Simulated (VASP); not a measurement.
Here is a VASP 6.6.1 calculation.

File INCAR:

```
SYSTEM = K
PREC     = Accurate       ! precision mode
ENCUT    = 520            ! plane-wave cutoff, eV
EDIFF    = 1E-6           ! SCF threshold, eV
ISMEAR   = -1             ! smearing method
SIGMA    = 0.1            ! smearing width, eV
LREAL    = .FALSE.        ! projectors in reciprocal space
LASPH    = .TRUE.         ! aspherical terms in the spheres
NELM     = 60             ! most SCF steps
ALGO     = Normal         ! electronic algorithm
ISIF     = 2              ! what is computed and relaxed
LWAVE    = .FALSE.        ! write WAVECAR
LCHARG   = .TRUE.         ! write CHGCAR
GGA      = B5             ! functional
ALDAX    = 1.0          
AGGAX    = 1.0          
AGGAC    = 1.0          
ALDAC    = 0.0          
LELF     = .TRUE.         ! ELF
LVHAR    = .TRUE.       
NBANDS   = 26             ! bands
```

Contents of KPOINTS:

```
Automatic mesh
0
G
  9 9 3
  0 0 0
```

The input POSCAR:

```
K
1.0
    4.6262650030      0.0000000000      0.0000000000
   -2.3131325015      4.0064630172      0.0000000000
    0.0000000000      0.0000000000     15.0658835524
K
4
Direct
    0.0000000000      1.0000000000      0.0000000000
    1.0000000000      1.0000000000      0.5000000000
    0.3333333333      0.6666666667      0.2500000000
    0.6666666667      0.3333333333      0.7500000000
```

Potentials or basis: VASP PAW PBE potentials, release 64 (K_sv).

The run is started by

```sh
$ cat potpaw_PBE.64/K_sv/POTCAR > POTCAR
$ mpirun -np 1 vasp_std > vasp.out
```

**Question.** Estimate the band gap on the k mesh.

**Answer.** Zero (bands 18 and 19 overlap by 2.40 eV).

**Question.** Predict the pressure.

**Answer.** 0.3 GPa.

Caveat: the PAW data sets were made with another functional, which shifts forces and pressure a little.
